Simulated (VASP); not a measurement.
# MoS2 (C2/m) in VASP: further runs, part 2 of 2

VASP 6.6.1. Earlier steps stand in the parts before.

## Step 3: Single point, PBEsol+D3(BJ) (the part above a cut slid along it)

Input file INCAR:

```
  ALGO = Normal
  EDIFF = 1E-7
  ENCUT = 520
  GGA = PS
  ISIF = 2
  ISMEAR = 0
  IVDW = 12
  LASPH = True
  LCHARG = True
  LELF = True
  LREAL = False
  LVHAR = True
  LWAVE = False
  NBANDS = 49
  NELM = 100
  PREC = Accurate
  SIGMA = 0.15
```

Input file KPOINTS:

```
k-points
0
Gamma
  14 14 3
```

Input file POSCAR:

```
MoS2
1.0
   -3.0798097231      0.0000000000      0.0000000000
   -1.5399048616     -2.6671934590      0.0000000000
   -2.3098572924     -1.3335967295     17.1411508765
Mo S
3 6
Direct
    0.5821348443      0.5821348443      0.1690636447
    0.5772732493     -0.4227267507      0.8454535013
    0.0797040468      0.0797040468      0.5072585730
    0.1969843733      0.1969843733      0.9393645867
    0.6994151708     -0.3005848292      0.6011696583
    0.2018459683      0.2018459683      0.2629747300
    0.4599929228      0.4599929228      0.4133474877
    0.9624237203     -0.0375762797      0.0751525593
   -0.0424378747     -0.0424378747      0.7515424160
```

Potentials or basis: VASP PAW PBE potentials, release 64 (Mo_sv, S).

Command:

```
cat potpaw_PBE.64/Mo_sv/POTCAR potpaw_PBE.64/S/POTCAR > POTCAR
mpirun -np 1 vasp_std > vasp.out
```

OUTCAR:

```text
EDIFF = 1E-7
   ENCUT = 520
   GGA = PS
   ISIF = 2
   ISMEAR = 0
   IVDW = 12
   LASPH = True
   LREAL = False
   NELM = 100
   PREC = Accurate
 IVDW          = 12

 ion  position               nearest neighbor table
   1  0.582  0.582  0.169-   6 2.40   6 2.40   6 2.40   8 2.40   8 2.40   8 2.40
   2  0.577  0.577  0.845-   9 2.40   9 2.40   9 2.40   4 2.40   4 2.40   4 2.40
   3  0.080  0.080  0.507-   5 2.40   7 2.40   5 2.40   7 2.40   7 2.40   5 2.40
   4  0.197  0.197  0.939-   2 2.40   2 2.40   2 2.40   8 2.49
   5  0.699  0.699  0.601-   3 2.40   3 2.40   3 2.40
   6  0.202  0.202  0.263-   1 2.40   1 2.40   1 2.40
   7  0.460  0.460  0.413-   3 2.40   3 2.40   3 2.40
   8  0.962  0.962  0.075-   1 2.40   1 2.40   1 2.40   4 2.49
   9  0.958  0.958  0.752-   2 2.40   2 2.40   2 2.40

  LATTYP: Found a face centered orthorhombic cell.
 ALAT       =     3.0798097231
 B/A-ratio  =     1.7320508076
 C/A-ratio  =    11.1313051246

  Lattice vectors:

 A1 = (  -2.3098572924,  -1.3335967295,  17.1411508765)
 A2 = (  -0.7699524308,   1.3335967295,  17.1411508765)
 A3 = (  -3.0798097231,   0.0000000000,   0.0000000000)

Analysis of symmetry for initial positions (statically):
=====================================================================
 Subroutine PRICEL returns:
 Original cell was already a primitive cell.

 Routine SETGRP: Setting up the symmetry group for a
 face centered orthorhombic supercell.

 Subroutine GETGRP returns: Found  4 space group operations
 (whereof  2 operations were pure point group operations)
 out of a pool of  8 trial point group operations.

The static configuration has the point symmetry C_1h.
 The point group associated with its full space group is C_2h.

Analysis of symmetry for dynamics (positions and initial velocities):
=====================================================================
 Subroutine PRICEL returns:
 Original cell was already a primitive cell.
[... 170 lines left out ...]
   GGA     = PS    functional components
   LHFCALC =     F    Hartree Fock is set to
   AEXX    =    0.0000 exact exchange contribution
   IVDW    =    12    specifies the selected vdW correction
   LEPSILON=     F    determine dielectric tensor
   LRPA    =     F    only Hartree local field effects (RPA)
 non-spin polarized calculation
 Gauss-broadening in eV      SIGMA  =   0.15
  energy-cutoff  :      520.00
  volume of cell :      140.81
 maximum number of plane-waves:      3818
   NGX = 11   NGY = 11   NGZ = 65

 number of electron      78.0000000 magnetization

 Free energy of the ion-electron system (eV)
  ---------------------------------------------------
  ext. energy  EPLUGINS =         0.00000000
  ---------------------------------------------------
  free energy    TOTEN  =       -67.31931799 eV

  energy without entropy =      -67.28460809  energy(sigma->0) =      -67.30196304

 E-fermi :   9.4149     XC(G=0): -11.8355

 val. band max:        9.4108554265   @ k =  -0.1429  -0.2857   0.3333
 cond. band min:       9.4161600814   @ k =   0.5000   0.2143  -0.0000
 fundamental gap:      0.0053046549
 Fermi energy:         9.4148680887

 k-point     1 :       0.0000    0.0000    0.0000
  band No.  band energies     occupation
      1     -52.1222      2.00000
      2     -52.1221      2.00000
      3     -52.0777      2.00000
      4     -26.3306      2.00000
      5     -26.3302      2.00000
      6     -26.2591      2.00000
[... 1237 lines left out ...]
     48      12.2796      0.00000
     49      12.6547      0.00000

 [... further k-points ...]

------------------------ aborting loop because EDIFF is reached ----------------------------------------

 Edisp (eV)   -3.79315

 E8    (eV) :    -2.3846

  FORCE on cell =-STRESS in cart. coord.  units (eV):
  Direction    XX          YY          ZZ          XY          YZ          ZX
  --------------------------------------------------------------------------------------
  -------------------------------------------------------------------------------------
  Total       1.87597     0.90090     2.01219     0.84444     1.18918     2.05973
  in kB      21.34603    10.25102    22.89613     9.60856    13.53135    23.43699
  external pressure =       18.16 kB  Pullay stress =        0.00 kB

 VOLUME and BASIS-vectors are now :
 -----------------------------------------------------------------------------
  energy-cutoff  :      520.00
  volume of cell :      140.81
      direct lattice vectors                 reciprocal lattice vectors
    -3.079809723  0.000000000  0.000000000    -0.324695384  0.187462967 -0.029169570
    -1.539904862 -2.667193459  0.000000000     0.000000000 -0.374925934 -0.029169570
    -2.309857292 -1.333596729 17.141150876     0.000000000  0.000000000  0.058339140

 POSITION                                       TOTAL-FORCE (eV/Angst)
 -----------------------------------------------------------------------------------
     -3.07981     -1.77813      2.89795         0.300063      0.173241     -0.145981
     -4.61971     -2.66719     14.49205        -0.300063     -0.173241      0.145981
     -1.53990     -0.88906      8.69500        -0.000000      0.000000     -0.000000
     -3.07981     -1.77813     16.10179        -0.389965     -0.225146     -1.136886
     -4.61971     -2.66719     10.30474        -0.001775     -0.001025     -0.014072
     -1.53990     -0.88906      4.50769        -0.056891     -0.032846      0.009904
     -3.07981     -1.77813      7.08525         0.001775      0.001025      0.014072
     -4.61971     -2.66719      1.28820         0.389965      0.225146      1.136886
     -6.15962     -3.55626     12.88230         0.056891      0.032846     -0.009904
 -----------------------------------------------------------------------------------
    total drift:                               -0.000027     -0.000016     -0.000016

  FREE ENERGIE OF THE ION-ELECTRON SYSTEM (eV)
  ---------------------------------------------------
  free  energy   TOTEN  =       -71.1124691404 eV

  energy  without entropy=      -71.0777592368  energy(sigma->0) =      -71.09511419
```

stdout:

```text
POSCAR found type information on POSCAR MoS
 POSCAR found :  2 types and       9 ions
 scaLAPACK will be used
 -----------------------------------------------------------------------------
|                                                                             |
|                                                                             |
[... 21 lines left out ...]
|     Results are often still useful ...                                      |
|                                                                             |
 -----------------------------------------------------------------------------

 POSCAR, INCAR and KPOINTS ok, starting setup
 FFT: planning ... GRIDC
 FFT: planning ... GRID_SOFT
 FFT: planning ... GRID
 WAVECAR not read
 entering main loop
```

Run time: 13 min. Hardware: 1 thread of Intel Xeon 6975P-C (Granite Rapids), shared host; peak memory 0.85 GiB.

What came out:

| Property | Result |
| --- | --- |
| Free energy | -71.1125 eV |
| Pressure | 1.8 GPa |
| Largest force | 1.223 eV/Å |
| Band gap on the k mesh | zero (bands 39 and 40 overlap by 0.57 eV) |
| Dispersion energy per atom | -0.421 eV |

Forces in eV/Å, atoms in the order of the input:
```
Mo   0.300  0.173 -0.146
Mo  -0.300 -0.173  0.146
Mo   0.000  0.000  0.000
S   -0.390 -0.225 -1.137
S   -0.002 -0.001 -0.014
S   -0.057 -0.033  0.010
S    0.002  0.001  0.014
S    0.390  0.225  1.137
S    0.057  0.033 -0.010
```

Stress tensor (GPa, compression positive):
```
2.13 0.96 2.34
0.96 1.03 1.35
2.34 1.35 2.29
```

Caveat: the cell differs from its parent crystal (the part above a cut slid along it); the PAW data sets were made with another functional, which shifts forces and pressure a little.

## Step 4: Single point, PBEsol+D3(BJ) (the part above a cut slid along it)

Input file INCAR:

```
PREC = Accurate
ENCUT = 520
EDIFF = 1E-6
ISMEAR = 0
SIGMA = 0.15
LREAL = F
LASPH = T
NELM = 80
ALGO = Normal
ISIF = 2
LWAVE = F
LCHARG = T
GGA = PS
IVDW = 12
LELF = T
LVHAR = T
NBANDS = 49
```

Input file KPOINTS:

```
Automatic mesh
0
Gamma
  14 14 3
```

Input file POSCAR:

```
MoS2
1.0
   -3.0798097231      0.0000000000      0.0000000000
   -1.5399048616     -2.6671934590      0.0000000000
   -1.8478858339     -1.0668773836     18.8911508765
Mo S
3 6
Direct
    0.6053057584      0.6053057584      0.1534022707
    0.6931463600     -0.3068536400      0.7671341000
    0.1492260592      0.1492260592      0.4602681854
    0.3257284102      0.3257284102      0.8523456413
    0.7818081093     -0.2181918907      0.5454797266
    0.2378878085      0.2378878085      0.2386138120
    0.5166440090      0.5166440090      0.3750566441
    0.9727237082     -0.0272762918      0.0681907294
    0.0605643098      0.0605643098      0.6819225587
```

Command:

```
cat potpaw_PBE.64/Mo_sv/POTCAR potpaw_PBE.64/S/POTCAR > POTCAR
mpirun -np 1 vasp_std > vasp.out
```

Wall time 13 min (1 thread of AMD EPYC 9R45 (Zen 5), shared host); peak memory 0.88 GiB.

Results (log left out):

| Item | Value |
| --- | --- |
| Free energy | -71.2577 eV |
| Pressure | -0.2 GPa |
| Largest force | 0.142 eV/Å |
| Band gap on the k mesh | zero (bands 39 and 40 overlap by 0.47 eV) |
| Dispersion energy per atom | -0.384 eV |

Forces in eV/Å, atoms in the order of the input:
```
Mo   0.000  0.000 -0.087
Mo   0.000  0.000  0.087
Mo   0.000  0.000  0.000
S    0.000  0.000  0.142
S    0.000  0.000  0.020
S    0.000  0.000  0.083
S    0.000  0.000 -0.020
S    0.000  0.000 -0.142
S    0.000  0.000 -0.083
```

Stress tensor (GPa, compression positive):
```
-0.02  0.00  0.00
 0.00 -0.02  0.00
 0.00  0.00 -0.45
```

Levels at points of the mesh, in eV from the Fermi level:
```
           k point  band 37  band 38  band 39  band 40  band 41  band 42
(0.00, 0.00, 0.00)    -0.70    -0.50    -0.12     0.07     0.07     0.18
(0.50, 0.00, 0.00)    -1.57    -1.37    -1.15     1.62     1.62     1.67
(0.50, 0.50, 0.00)    -1.58    -1.36    -1.15     1.62     1.62     1.67
```

Caveat: the cell differs from its parent crystal (the part above a cut slid along it); the PAW data sets were made with another functional, which shifts forces and pressure a little.

## Step 5: Summary

| cell | gap on the mesh (eV) | pressure (GPa) | largest force (eV/Å) |
| --- | --- | --- | --- |
| a = 3.080, b = 3.080, c = 17.273 Å, angles 83.9, 83.9, 60.0°, 9 atoms | none | 0.9 | 0.58 |
| a = 3.080, b = 3.080, c = 17.347 Å, angles 82.3, 82.3, 60.0°, 9 atoms | none | 1.8 | 1.22 |
| a = 3.080, b = 3.080, c = 19.011 Å, angles 84.4, 84.4, 60.0°, 9 atoms | none | -0.2 | 0.14 |

Alike in all rows: task single point; level PBEsol+D3(BJ); potentials or basis VASP PAW PBE potentials, release 64 (Mo_sv, S); no spin polarisation; k mesh 14 × 14 × 3; cutoff (eV) 520; smearing gaussian 0.15 eV.

Caveats: the PAW data sets were made with another functional, which shifts forces and pressure a little.

Absolute energies hang on the potentials; compare differences alone.
